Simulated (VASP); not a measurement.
# Si4Cl (P4/mmm) in VASP: notebook, part 2 of 3

VASP 6.6.1. The steps go on from the part before.

### 3 Single point, PBE

This run uses another cell than the first one, of 23.21 Å³/atom.

The input, INCAR:

```
SYSTEM = Si4Cl
ALGO = Normal
EDIFF = 1E-6
ENCUT = 520
GGA = PE
ISIF = 2
ISMEAR = 0
LASPH = .TRUE.
LCHARG = .FALSE.
LREAL = .FALSE.
LWAVE = .FALSE.
NBANDS = 20
NELM = 80
PREC = Accurate
SIGMA = 0.1
```

The input, KPOINTS:

```
k-points
0
G
  4 4 4
  0 0 0
```

The input, POSCAR:

```
Si4Cl
1.0
    3.4645666088      0.0000000000      0.0000000000
    0.0000000000      3.4645666088      0.0000000000
    0.0000000000      0.0000000000      9.6686568633
Si Cl
4 1
Direct
    0.5000000000      0.5000000000      0.5000000000
    0.5000000000      0.5000000000      0.0000000000
    0.5000000000      0.5000000000      0.7317517747
    0.5000000000      0.5000000000      0.2682482253
    0.0000000000      0.0000000000      0.0000000000
```

Potentials or basis: VASP PAW PBE potentials, release 64 (Si, Cl).

Started as:

```console
$ cat potpaw_PBE.64/Si/POTCAR potpaw_PBE.64/Cl/POTCAR > POTCAR
$ mpirun -np 1 vasp_std > vasp.out
```

OUTCAR:

```text
SYSTEM = Si4Cl
   EDIFF = 1E-6
   ENCUT = 520
   GGA = PE
   ISIF = 2
   ISMEAR = 0
   LASPH = .TRUE.
   LREAL = .FALSE.
   NELM = 80
   PREC = Accurate

 ion  position               nearest neighbor table
   1  0.500  0.500  0.500-   3 2.24   4 2.24
   2  0.500  0.500  0.000-   5 2.45   5 2.45   5 2.45   5 2.45   3 2.59   4 2.59
   3  0.500  0.500  0.732-   1 2.24   2 2.59
   4  0.500  0.500  0.268-   1 2.24   2 2.59
   5  0.000  0.000  0.000-   2 2.45   2 2.45   2 2.45   2 2.45

  LATTYP: Found a simple tetragonal cell.
 ALAT       =     3.4645666088
 C/A-ratio  =     2.7907262163

  Lattice vectors:

 A1 = (   3.4645666088,   0.0000000000,   0.0000000000)
 A2 = (   0.0000000000,   3.4645666088,   0.0000000000)
 A3 = (   0.0000000000,   0.0000000000,   9.6686568633)

Analysis of symmetry for initial positions (statically):
=====================================================================
 Subroutine PRICEL returns:
 Original cell was already a primitive cell.

 Routine SETGRP: Setting up the symmetry group for a
 simple tetragonal supercell.

 Subroutine GETGRP returns: Found 16 space group operations
 (whereof 16 operations were pure point group operations)
 out of a pool of 16 trial point group operations.

The static configuration has the point symmetry D_4h.

Analysis of symmetry for dynamics (positions and initial velocities):
=====================================================================
 Subroutine PRICEL returns:
 Original cell was already a primitive cell.

 Routine SETGRP: Setting up the symmetry group for a
 simple tetragonal supercell.

[... 117 lines left out ...]
   EFERMI =   0.00;   METHOD = LEGACY
   ISMEAR =     0;   SIGMA  =   0.10  broadening in eV -4-tet -1-fermi 0-gaus
   EFERMI_NEDOS =   21; number of points for ismear=-14 and -15
   IALGO  =     38    algorithm
   IMIX   =      4    mixing-type and parameters
     AMIX     =   0.40;   BMIX     =  1.00
     AMIX_MAG =   1.60;   BMIX_MAG =  1.00
  volume/ion in A,a.u.               =      23.21       156.64
  Fermi-wavevector in a.u.,A,eV,Ry     =   0.954471  1.803689 12.395113  0.911015
  Thomas-Fermi vector in A             =   2.083221
   LORBIT       =      0    0 simple, 1 ext, 2 COOP (PROOUT), +10 PAW based schemes
   GGA     = PE    functional components
   LHFCALC =     F    Hartree Fock is set to
   AEXX    =    0.0000 exact exchange contribution
   IVDW    =     0    specifies the selected vdW correction
   LEPSILON=     F    determine dielectric tensor
   LRPA    =     F    only Hartree local field effects (RPA)
 non-spin polarized calculation
 Gauss-broadening in eV      SIGMA  =   0.10
  energy-cutoff  :      520.00
  volume of cell :      116.06
 maximum number of plane-waves:      3172
 NGX is ok and might be reduce to    28
   NGX = 13   NGY = 13   NGZ = 35

 number of electron      23.0000000 magnetization

 Free energy of the ion-electron system (eV)
  ---------------------------------------------------
  ext. energy  EPLUGINS =         0.00000000
  ---------------------------------------------------
  free energy    TOTEN  =       -18.70953911 eV

  energy without entropy =      -18.69497952  energy(sigma->0) =      -18.70225932

 E-fermi :   4.6121     XC(G=0):  -9.0289

 val. band max:        4.5895918280   @ k =   0.5000   0.0000   0.5000
 cond. band min:       4.6236874625   @ k =   0.2500   0.2500   0.0000
 fundamental gap:      0.0340956345
 Fermi energy:         4.6120937811

 k-point     1 :       0.0000    0.0000    0.0000
  band No.  band energies     occupation
      1     -14.1602      2.00000
      2      -5.3890      2.00000
      3      -4.4227      2.00000
      4      -2.7241      2.00000
      5      -1.9457      2.00000
      6      -1.9457      2.00000
[... 403 lines left out ...]
     19       9.7526      0.00000
     20       9.7534      0.00000

------------------------ aborting loop because EDIFF is reached ----------------------------------------

  FORCE on cell =-STRESS in cart. coord.  units (eV):
  Direction    XX          YY          ZZ          XY          YZ          ZX
  --------------------------------------------------------------------------------------
  -------------------------------------------------------------------------------------
  Total        0.0311254      0.0311254      0.0283426      0.0000000      0.0000000      0.0000000
  in kB        0.4296962      0.4296962      0.3912791      0.0000000      0.0000000      0.0000000
  external PRESSURE =       0.4168905 kB  Pullay stress =       0.0000000 kB

 VOLUME and BASIS-vectors are now :
 -----------------------------------------------------------------------------
  energy-cutoff  :      520.00
  volume of cell :      116.06
      direct lattice vectors                 reciprocal lattice vectors
     3.464566609  0.000000000  0.000000000     0.288636390  0.000000000  0.000000000
     0.000000000  3.464566609  0.000000000     0.000000000  0.288636390  0.000000000
     0.000000000  0.000000000  9.668656863     0.000000000  0.000000000  0.103426982

 POSITION                                       TOTAL-FORCE (eV/Angst)
 -----------------------------------------------------------------------------------
      1.73228      1.73228      4.83433         0.000000      0.000000      0.000000
      1.73228      1.73228      0.00000         0.000000      0.000000      0.000000
      1.73228      1.73228      7.07506         0.000000     -0.000000     -0.027117
      1.73228      1.73228      2.59360         0.000000      0.000000      0.027117
      0.00000      0.00000      0.00000         0.000000      0.000000      0.000000
 -----------------------------------------------------------------------------------
    total drift:                               -0.000000      0.000000     -0.000000

  FREE ENERGIE OF THE ION-ELECTRON SYSTEM (eV)
  ---------------------------------------------------
  free  energy   TOTEN  =       -18.7095391058 eV

  energy  without entropy=      -18.6949795243  energy(sigma->0) =      -18.70225932
```

OSZICAR:

```text
N       E                     dE             d eps       ncg     rms          rms(c)
DAV:   1     0.629243803989E+02    0.62924E+02   -0.85943E+03   720   0.913E+02
DAV:   2    -0.138933393705E+02   -0.76818E+02   -0.73919E+02   948   0.141E+02
DAV:   3    -0.192753569712E+02   -0.53820E+01   -0.53141E+01   916   0.344E+01
DAV:   4    -0.193513122784E+02   -0.75955E-01   -0.75813E-01   916   0.496E+00
DAV:   5    -0.193526219106E+02   -0.13096E-02   -0.13094E-02   884   0.645E-01    0.115E+01
DAV:   6    -0.187763536742E+02    0.57627E+00   -0.15845E+00   916   0.513E+00    0.910E+00
DAV:   7    -0.187114801450E+02    0.64874E-01   -0.40124E-01   812   0.252E+00    0.440E+00
DAV:   8    -0.187132370552E+02   -0.17569E-02   -0.52250E-02   872   0.103E+00    0.694E-01
DAV:   9    -0.187097595674E+02    0.34775E-02   -0.66932E-03   852   0.363E-01    0.233E-01
DAV:  10    -0.187095338051E+02    0.22576E-03   -0.14406E-03   816   0.161E-01    0.350E-02
DAV:  11    -0.187095365487E+02   -0.27435E-05   -0.18863E-04   928   0.662E-02    0.229E-02
DAV:  12    -0.187095385963E+02   -0.20476E-05   -0.16595E-05   864   0.200E-02    0.748E-03
DAV:  13    -0.187095391058E+02   -0.50951E-06   -0.31493E-06   784   0.943E-03
   1 F= -.18709539E+02 E0= -.18702259E+02  d E =-.145596E-01
```

stdout:

```text
POSCAR found type information on POSCAR SiCl
 POSCAR found :  2 types and       5 ions
 scaLAPACK will be used
 LDA part: xc-table for (Slater+PW92), standard interpolation
 POSCAR, INCAR and KPOINTS ok, starting setup
 FFT: planning ... GRIDC
 FFT: planning ... GRID_SOFT
 FFT: planning ... GRID
 WAVECAR not read
 entering main loop
```

Run time: 58 s. Hardware: 1 thread of Intel Xeon 8259CL, shared host; peak memory 0.23 GiB.

What came out:

```yaml
Free_energy: -18.7095 eV
Pressure: 0.0 GPa
Largest_force: 0.027 eV/Å
Band_gap_on_the_k_mesh: zero (an odd number of electrons rules out a gap without spin polarisation)
```

Forces in eV/Å, atoms in the order of the input:
```
Si   0.000  0.000  0.000
Si   0.000  0.000  0.000
Si   0.000  0.000 -0.027
Si   0.000  0.000  0.027
Cl   0.000  0.000  0.000
```

Caveat: the k points lie up to 0.45 Å⁻¹ apart, too coarse for converged energies and pressures of a metal; an odd number of electrons without spin polarisation forces a metal; a magnetic or distorted state may lie lower.

### 4 Single point, PBE

This run uses another cell than the first one, of 21.65 Å³/atom.

The input, INCAR:

```
ALGO     = Normal         # electronic algorithm
EDIFF    = 1E-6           # SCF threshold, eV
ENCUT    = 520            # plane-wave cutoff, eV
GGA      = PE             # functional
ISIF     = 2              # what is computed and relaxed
ISMEAR   = 0              # smearing method
LASPH    = True           # aspherical terms in the spheres
LCHARG   = True           # write CHGCAR
LELF     = True           # ELF
LREAL    = False          # projectors in reciprocal space
LVHAR    = True         
LWAVE    = False          # write WAVECAR
NBANDS   = 20             # bands
NELM     = 100            # most SCF steps
PREC     = Accurate       # precision mode
SIGMA    = 0.1            # smearing width, eV
```

The input, KPOINTS:

```
k-points
0
Gamma
  6 6 2
```

The input, POSCAR:

```
Si4Cl
1.0
    3.2776937671      0.0000000000      0.0000000000
    0.0000000000      3.2776937671      0.0000000000
    0.0000000000      0.0000000000     10.0771166699
Si Cl
4 1
Direct
    0.5000000000      0.5000000000      0.5000000000
    0.5000000000      0.5000000000      0.0000000000
    0.5000000000      0.5000000000      0.7426072664
    0.5000000000      0.5000000000      0.2573927336
    0.0000000000      0.0000000000      0.0000000000
```

Potentials or basis: VASP PAW PBE potentials, release 64 (Si, Cl).

Started as:

```console
$ cat potpaw_PBE.64/Si/POTCAR potpaw_PBE.64/Cl/POTCAR > POTCAR
$ mpirun -np 1 vasp_std > vasp.out
```

OUTCAR:

```text
EDIFF = 1E-6
   ENCUT = 520
   GGA = PE
   ISIF = 2
   ISMEAR = 0
   LASPH = True
   LREAL = False
   NELM = 100
   PREC = Accurate

 ion  position               nearest neighbor table
   1  0.500  0.500  0.500-   3 2.44   4 2.44
   2  0.500  0.500  0.000-   5 2.32   5 2.32   5 2.32   5 2.32   3 2.59   4 2.59
   3  0.500  0.500  0.743-   1 2.44   2 2.59
   4  0.500  0.500  0.257-   1 2.44   2 2.59
   5  0.000  0.000  0.000-   2 2.32   2 2.32   2 2.32   2 2.32

  LATTYP: Found a simple tetragonal cell.
 ALAT       =     3.2776937671
 C/A-ratio  =     3.0744533767

  Lattice vectors:

 A1 = (   3.2776937671,   0.0000000000,   0.0000000000)
 A2 = (   0.0000000000,   3.2776937671,   0.0000000000)
 A3 = (   0.0000000000,   0.0000000000,  10.0771166699)

Analysis of symmetry for initial positions (statically):
=====================================================================
 Subroutine PRICEL returns:
 Original cell was already a primitive cell.

 Routine SETGRP: Setting up the symmetry group for a
 simple tetragonal supercell.

 Subroutine GETGRP returns: Found 16 space group operations
[... 167 lines left out ...]

 val. band max:        5.3480266265   @ k =   0.5000   0.5000   0.5000
 cond. band min:       5.4692009108   @ k =   0.3333   0.0000   0.0000
 fundamental gap:      0.1211742843
 Fermi energy:         5.3561773886

 k-point     1 :       0.0000    0.0000    0.0000
  band No.  band energies     occupation
      1     -14.5346      2.00000
      2      -4.6297      2.00000
      3      -4.1235      2.00000
      4      -1.9015      2.00000
      5      -1.8360      2.00000
      6      -1.8360      2.00000
[... 449 lines left out ...]
     19       9.9348      0.00000
     20       9.9348      0.00000

------------------------ aborting loop because EDIFF is reached ----------------------------------------

  FORCE on cell =-STRESS in cart. coord.  units (eV):
  Direction    XX          YY          ZZ          XY          YZ          ZX
  --------------------------------------------------------------------------------------
  -------------------------------------------------------------------------------------
  Total       -0.0273736     -0.0273736      0.1466884      0.0000000      0.0000000      0.0000000
  in kB       -0.4051064     -0.4051064      2.1708679      0.0000000      0.0000000      0.0000000
  external PRESSURE =       0.4535517 kB  Pullay stress =       0.0000000 kB

 VOLUME and BASIS-vectors are now :
 -----------------------------------------------------------------------------
  energy-cutoff  :      520.00
  volume of cell :      108.26
      direct lattice vectors                 reciprocal lattice vectors
     3.277693767  0.000000000  0.000000000     0.305092565  0.000000000  0.000000000
     0.000000000  3.277693767  0.000000000     0.000000000  0.305092565  0.000000000
     0.000000000  0.000000000 10.077116670     0.000000000  0.000000000  0.099234735

 POSITION                                       TOTAL-FORCE (eV/Angst)
 -----------------------------------------------------------------------------------
      1.63885      1.63885      5.03856        -0.000000     -0.000000      0.000000
      1.63885      1.63885      0.00000        -0.000000     -0.000000      0.000000
      1.63885      1.63885      7.48334        -0.000000      0.000000     -0.009183
      1.63885      1.63885      2.59378         0.000000      0.000000      0.009183
      0.00000      0.00000      0.00000        -0.000000     -0.000000      0.000000
 -----------------------------------------------------------------------------------
    total drift:                               -0.000000     -0.000000     -0.000000

  FREE ENERGIE OF THE ION-ELECTRON SYSTEM (eV)
  ---------------------------------------------------
  free  energy   TOTEN  =       -18.6982225806 eV

  energy  without entropy=      -18.6912417879  energy(sigma->0) =      -18.69473218
```

OSZICAR:

```text
N       E                     dE             d eps       ncg     rms          rms(c)
DAV:   1     0.632073665579E+02    0.63207E+02   -0.87359E+03   800   0.921E+02
DAV:   2    -0.134746888593E+02   -0.76682E+02   -0.73810E+02  1084   0.143E+02
DAV:   3    -0.189418200189E+02   -0.54671E+01   -0.54057E+01  1020   0.350E+01
DAV:   4    -0.190153836460E+02   -0.73564E-01   -0.73494E-01  1016   0.498E+00
DAV:   5    -0.190164706793E+02   -0.10870E-02   -0.10870E-02   996   0.603E-01    0.139E+01
DAV:   6    -0.187473871240E+02    0.26908E+00   -0.39824E-01  1056   0.327E+00    0.930E+00
DAV:   7    -0.187066992943E+02    0.40688E-01   -0.45740E-01   940   0.291E+00    0.146E+00
DAV:   8    -0.187009625123E+02    0.57368E-02   -0.62076E-02   928   0.115E+00    0.421E-01
DAV:   9    -0.186983769498E+02    0.25856E-02   -0.11366E-02   948   0.510E-01    0.186E-01
DAV:  10    -0.186982307365E+02    0.14621E-03   -0.18726E-03   940   0.206E-01    0.703E-02
DAV:  11    -0.186982210138E+02    0.97227E-05   -0.19977E-04  1020   0.668E-02    0.140E-02
DAV:  12    -0.186982220131E+02   -0.99931E-06   -0.18315E-05   948   0.198E-02    0.110E-02
DAV:  13    -0.186982225806E+02   -0.56748E-06   -0.28934E-06   856   0.879E-03
   1 F= -.18698223E+02 E0= -.18694732E+02  d E =-.698079E-02
```

Wall time 59 s (1 thread of Intel Xeon 8259CL, shared host); peak memory 0.21 GiB.

Results:

```yaml
Free_energy: -18.6982 eV
Pressure: 0.0 GPa
Largest_force: 0.009 eV/Å
Band_gap_on_the_k_mesh: zero (an odd number of electrons rules out a gap without spin polarisation)
```

Forces on the atoms (eV/Å):
```
Si   0.000  0.000  0.000
Si   0.000  0.000  0.000
Si   0.000  0.000 -0.009
Si   0.000  0.000  0.009
Cl   0.000  0.000  0.000
```

Caveat: an odd number of electrons without spin polarisation forces a metal; a magnetic or distorted state may lie lower.

[end of part 2 of 3]
